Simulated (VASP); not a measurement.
# Fe (Fm-3m) in VASP: a series of runs

Runs on Fe. Level: r2SCAN. Tasks: single point.

Program: VASP 6.6.1. These are calculated values, not measurements. Logs are shortened: lines on timing, memory, paths and dates and some standing lists are left out, and cuts for length are marked.

## Step 1: The cell of the first run

It takes space group Fm-3m (No. 225, cubic). Conventional cell: a = 3.270 Å, b = 3.270 Å, c = 3.270 Å, α = 90.00°, β = 90.00°, γ = 90.00°. Fe (site symmetry m-3m) has 12 Fe at 2.31 Å within 3.1 Å.

## Step 2: Single point, r2SCAN (volume scaled by 0.88)

The input, POSCAR:

```
Fe
1.0
    0.0000000000      1.6350908285      1.6350908285
    1.6350908285      0.0000000000      1.6350908285
    1.6350908285      1.6350908285      0.0000000000
Fe
1
Direct
    0.0000000000      0.0000000000      0.0000000000
```

The input, INCAR.step1:

```
SYSTEM = Fe
PREC = Accurate ; ENCUT = 520
ISMEAR = -1 ; SIGMA = 0.1
LREAL = .False. ; LASPH = .True.
NELM = 80 ; NBANDS = 10
GGA = PE ; ALGO = Normal
EDIFF = 1E-4 ; LWAVE = .True.
LCHARG = .False.
```

The input, INCAR.step2:

```
SYSTEM = Fe
PREC = Accurate ; ENCUT = 520
EDIFF = 1E-6 ; ISMEAR = -1
SIGMA = 0.1 ; LREAL = .False.
LASPH = .True. ; NELM = 80
ALGO = Normal ; ISIF = 2
LWAVE = .False. ; LCHARG = .False.
METAGGA = R2SCAN ; LMIXTAU = .True.
NBANDS = 10 ; ISTART = 1
```

The input, KPOINTS:

```
Automatic mesh
0
Gamma
  18 18 18
  0 0 0
```

Potentials or basis: VASP PAW PBE potentials, release 64 (Fe).

Launch:

```bash
$ cat potpaw_PBE.64/Fe/POTCAR > POTCAR
$ cp INCAR.step1 INCAR
$ mpirun -np 1 vasp_std > vasp.out
$ cp INCAR.step2 INCAR
$ mpirun -np 1 vasp_std > vasp.out
```

OUTCAR:

```text
SYSTEM = Fe
   PREC = Accurate
   ENCUT = 520
   EDIFF = 1E-6
   ISMEAR = -1
   LREAL = .False.
   LASPH = .True.
   NELM = 80
   ISIF = 2
   METAGGA = R2SCAN
   ISTART = 1

 ion  position               nearest neighbor table
   1  0.000  0.000  0.000-

  LATTYP: Found a face centered cubic cell.
 ALAT       =     3.2701816570

  Lattice vectors:

 A1 = (   0.0000000000,   1.6350908285,   1.6350908285)
 A2 = (   1.6350908285,   0.0000000000,   1.6350908285)
 A3 = (   1.6350908285,   1.6350908285,   0.0000000000)

Analysis of symmetry for initial positions (statically):
=====================================================================
 Subroutine PRICEL returns:
 Original cell was already a primitive cell.

 Routine SETGRP: Setting up the symmetry group for a
 face centered cubic supercell.

 Subroutine GETGRP returns: Found 48 space group operations
 (whereof 48 operations were pure point group operations)
 out of a pool of 48 trial point group operations.

The static configuration has the point symmetry O_h .

Analysis of symmetry for dynamics (positions and initial velocities):
=====================================================================
 Subroutine PRICEL returns:
 Original cell was already a primitive cell.

 Routine SETGRP: Setting up the symmetry group for a
 face centered cubic supercell.

 Subroutine GETGRP returns: Found 48 space group operations
 (whereof 48 operations were pure point group operations)
 out of a pool of 48 trial point group operations.

The dynamic configuration has the point symmetry O_h .

 Subroutine INISYM returns: Found 48 space group operations
 (whereof 48 operations are pure point group operations),
 and found     1 'primitive' translations

----------------------------------------------------------------------------------------

                                     Primitive cell

  volume of cell :       8.7429

  direct lattice vectors                    reciprocal lattice vectors
     0.000000000  1.635090829  1.635090829    -0.305793410  0.305793410  0.305793410
     1.635090829  0.000000000  1.635090829     0.305793410 -0.305793410  0.305793410
     1.635090829  1.635090829  0.000000000     0.305793410  0.305793410 -0.305793410

  length of vectors
     2.312367625  2.312367625  2.312367625     0.529649723  0.529649723  0.529649723

  position of ions in fractional coordinates (direct lattice)
     0.000000000  0.000000000  0.000000000

  ion indices of the primitive-cell ions
   primitive index   ion index
                 1           1

----------------------------------------------------------------------------------------

 KPOINTS: Automatic mesh

Automatic generation of k-mesh.
 Grid dimensions read from file:
 generate k-points for:   18   18   18

 Generating k-lattice:

  Cartesian coordinates                     Fractional coordinates (reciprocal lattice)
    -0.016988523  0.016988523  0.016988523     0.055555556  0.000000000  0.000000000
     0.016988523 -0.016988523  0.016988523     0.000000000  0.055555556  0.000000000
     0.016988523  0.016988523 -0.016988523     0.000000000  0.000000000  0.055555556

  Length of vectors
     0.029424985  0.029424985  0.029424985

  Shift w.r.t. Gamma in fractional coordinates (k-lattice)
     0.000000000  0.000000000  0.000000000

 Subroutine IBZKPT returns following result:
 ===========================================

 Found    195 irreducible k-points:

 Following reciprocal coordinates:
            Coordinates               Weight
  0.000000  0.000000  0.000000      1.000000
  0.055556  0.000000  0.000000      8.000000
  0.111111  0.000000  0.000000      8.000000
  0.166667  0.000000  0.000000      8.000000
  0.222222  0.000000  0.000000      8.000000
  0.277778  0.000000  0.000000      8.000000
[... 16 lines left out ...]
 -0.277778  0.055556  0.000000     24.000000
 -0.222222  0.055556  0.000000     24.000000
 [... further k-points ...]
   k-points           NKPTS =    195   k-points in BZ     NKDIM =    195   number of bands    NBANDS=     10
   number of dos      NEDOS =    301   number of ions     NIONS =      1
   total plane-waves  NPLWV =   5832
   dimension x,y,z NGX =    18 NGY =   18 NGZ =   18
   dimension x,y,z NGXF=    36 NGYF=   36 NGZF=   36
   ions per type =               1
   NGX,Y,Z   is equivalent  to a cutoff of  12.94, 12.94, 12.94 a.u.
   NGXF,Y,Z  is equivalent  to a cutoff of  25.88, 25.88, 25.88 a.u.
 SYSTEM =  Fe
   PREC   = accura    normal or accurate (medium, high low for compatibility)
   ISTART =      1    job   : 0-new  1-cont  2-samecut
   ICHARG =      0    charge: 1-file 2-atom 10-const
   ISPIN  =      1    spin polarized calculation?
   LNONCOLLINEAR =      F non collinear calculations
   LSORBIT =      F    spin-orbit coupling
   LASPH  =      T    aspherical Exc in radial PAW
   ENCUT  =  520.0 eV  38.22 Ry    6.18 a.u.   4.30  4.30  4.30*2*pi/ulx,y,z
   NELM   =     80;   NELMIN=  2; NELMDL=  0     # of ELM steps
   EDIFF  = 0.1E-05   stopping-criterion for ELM
   LREAL  =      F    real-space projection
   EDIFFG = 0.1E-04   stopping-criterion for IOM
   NSW    =      0    number of steps for IOM
   IBRION =     -1    ionic relax: 0-MD 1-quasi-New 2-CG
   NFREE  =      0    steps in history (QN), initial steepest desc. (CG)
   ISIF   =      2    stress and relaxation
   ISYM   =      2    0-nonsym 1-usesym 2-fastsym
   POTIM  = 0.5000    time-step for ionic-motion
   TEBEG  =    0.0;   TEEND  =   0.0 temperature during run
   PSTRESS=    0.0 pullay stress
   NELECT =       8.0000    total number of electrons
   NUPDOWN=      -1.0000    fix difference up-down
   EMIN   =  10.00;   EMAX   =-10.00  energy-range for DOS
   EFERMI =   0.00;   METHOD = LEGACY
   ISMEAR =    -1;   SIGMA  =   0.10  broadening in eV -4-tet -1-fermi 0-gaus
   EFERMI_NEDOS =   21; number of points for ismear=-14 and -15
   IALGO  =     38    algorithm
   IMIX   =      4    mixing-type and parameters
     AMIX     =   0.40;   BMIX     =  1.00
     AMIX_MAG =   1.60;   BMIX_MAG =  1.00
  volume/ion in A,a.u.               =       8.74        59.00
  Fermi-wavevector in a.u.,A,eV,Ry     =   1.589350  3.003436 34.368782  2.526034
  Thomas-Fermi vector in A             =   2.688213
   LORBIT       =      0    0 simple, 1 ext, 2 COOP (PROOUT), +10 PAW based schemes
   METAGGA = R2SCAN    functional components
   LHFCALC =     F    Hartree Fock is set to
   AEXX    =    0.0000 exact exchange contribution
   IVDW    =     0    specifies the selected vdW correction
   LEPSILON=     F    determine dielectric tensor
   LRPA    =     F    only Hartree local field effects (RPA)
 non-spin polarized calculation
  energy-cutoff  :      520.00
  volume of cell :        8.74
 maximum number of plane-waves:       259
 NGX is ok and might be reduce to    18
   NGX =  9   NGY =  9   NGZ =  9

 number of electron       8.0000006 magnetization

 Free energy of the ion-electron system (eV)
  ---------------------------------------------------
  ext. energy  EPLUGINS =         0.00000000
  ---------------------------------------------------
  free energy    TOTEN  =       -13.45081669 eV

  energy without entropy =      -13.40699875  energy(sigma->0) =      -13.42890772

 E-fermi :   8.5589     XC(G=0): -16.1140

 val. band max:        8.5384713311   @ k =  -0.2778   0.1111   0.0000
 cond. band min:       8.5619047465   @ k =   0.1667   0.0556   0.0000
 fundamental gap:      0.0234334154
 Fermi energy:         8.5588751630

 k-point     1 :       0.0000    0.0000    0.0000
  band No.  band energies     occupation
      1      -1.6899      2.00000
      2       6.4695      2.00000
      3       6.4695      2.00000
      4       6.4695      2.00000
      5       8.4728      1.40551
      6       8.4728      1.40551
      7      34.2843      0.00000
      8      41.4612      0.00000
      9      41.4612      0.00000
     10      41.4613      0.00000

 k-point     2 :       0.0556    0.0000    0.0000
  band No.  band energies     occupation
      1      -1.5331      2.00000
      2       6.4024      2.00000
      3       6.5196      2.00000
      4       6.5196      2.00000
      5       8.4470      1.50747
      6       8.4470      1.50747
      7      34.2062      0.00000
      8      39.6842      0.00000
      9      41.3446      0.00000
     10      41.3446      0.00000

 k-point     3 :       0.1111    0.0000    0.0000
  band No.  band energies     occupation
      1      -1.0749      2.00000
      2       6.2221      2.00000
      3       6.6492      2.00000
      4       6.6492      2.00000
      5       8.3916      1.68397
      6       8.3916      1.68397
      7      33.6310      0.00000
      8      37.2469      0.00000
      9      41.0754      0.00000
     10      41.0754      0.00000

 k-point     4 :       0.1667    0.0000    0.0000
  band No.  band energies     occupation
      1      -0.3567      2.00000
      2       5.9909      2.00000
      3       6.7897      2.00000
      4       6.7897      2.00000
      5       8.3771      1.72050
      6       8.3771      1.72050
      7      31.7548      0.00000
      8      35.9377      0.00000
      9      40.7800      0.00000
     10      40.7801      0.00000
[... 222 lines left out ...]
 k-point    22 :      -0.3333    0.0556    0.0000
  band No.  band energies     occupation
      1       2.3374      2.00000
      2       6.4105      2.00000
      3       6.5091      2.00000
      4       6.6162      2.00000
      5       9.0856      0.01026
      6       9.7537      0.00001
      7      22.9617      0.00000
      8      33.1879      0.00000
      9      38.4393      0.00000
     10      41.9779      0.00000

 k-point    23 :      -0.2778    0.0556    0.0000
  band No.  band energies     occupation
      1       1.8042      2.00000
      2       5.8467      2.00000
      3       6.6633      2.00000
      4       6.7787      2.00000
      5       8.6583      0.53997
      6       9.3144      0.00105
      7      25.5094      0.00000
      8      33.7423      0.00000
      9      38.8155      0.00000
     10      42.2268      0.00000

 k-point    24 :      -0.2222    0.0556    0.0000
  band No.  band energies     occupation
      1       0.9638      2.00000
      2       5.7030      2.00000
      3       6.8029      2.00000
      4       6.9039      2.00000
      5       8.3029      1.85648
      6       8.9226      0.05129
      7      28.2440      0.00000
      8      34.3306      0.00000
      9      39.3026      0.00000
     10      42.2145      0.00000

 [... further k-points ...]
[... 5 lines left out ...]
  --------------------------------------------------------------------------------------
  -------------------------------------------------------------------------------------
  Total        2.9796108      2.9796108      2.9796108     -0.0000000      0.0000000      0.0000000
  in kB      546.0274612    546.0274612    546.0274612     -0.0000000      0.0000000      0.0000000
  external PRESSURE =     546.0274612 kB  Pullay stress =       0.0000000 kB

 VOLUME and BASIS-vectors are now :
 -----------------------------------------------------------------------------
  energy-cutoff  :      520.00
  volume of cell :        8.74
      direct lattice vectors                 reciprocal lattice vectors
     0.000000000  1.635090829  1.635090829    -0.305793410  0.305793410  0.305793410
     1.635090829  0.000000000  1.635090829     0.305793410 -0.305793410  0.305793410
     1.635090829  1.635090829  0.000000000     0.305793410  0.305793410 -0.305793410

 POSITION                                       TOTAL-FORCE (eV/Angst)
 -----------------------------------------------------------------------------------
      0.00000      0.00000      0.00000         0.000000      0.000000      0.000000
 -----------------------------------------------------------------------------------
    total drift:                                0.000000     -0.000000     -0.000000

  FREE ENERGIE OF THE ION-ELECTRON SYSTEM (eV)
  ---------------------------------------------------
  free  energy   TOTEN  =       -13.4508166935 eV

  energy  without entropy=      -13.4069987453  energy(sigma->0) =      -13.42890772
```

Wall time 31 s (1 thread of Intel Xeon Platinum 8488C (Sapphire Rapids), shared host); peak memory 0.14 GiB.

Results:

```
Free energy            : -13.4508 eV
Pressure               : 54.6 GPa
Band gap on the k mesh : zero (band 4 reaches 10.24 eV, above the bottom of band 5 at 7.65 eV)
```

Levels at points of the mesh, in eV from the Fermi level:
| k point | band 2 | band 3 | band 4 | band 5 | band 6 | band 7 |
| --- | --- | --- | --- | --- | --- | --- |
| (0.00, 0.00, 0.00) | -2.09 | -2.09 | -2.09 | -0.09 | -0.09 | 25.73 |
| (0.50, 0.00, 0.00) | -2.24 | -2.24 | 0.13 | 1.31 | 1.31 | 10.46 |
| (0.50, 0.50, 0.00) | -5.47 | 1.25 | 1.68 | 1.68 | 3.87 | 14.05 |

Caveat: the PAW data sets were made with another functional, which shifts forces and pressure a little; the run has no spin polarisation, though such a crystal can be magnetic. Spin polarisation is off, so any magnetic state and its effect on volume and gap are missing.

(Part 1 of 2 ends here.)
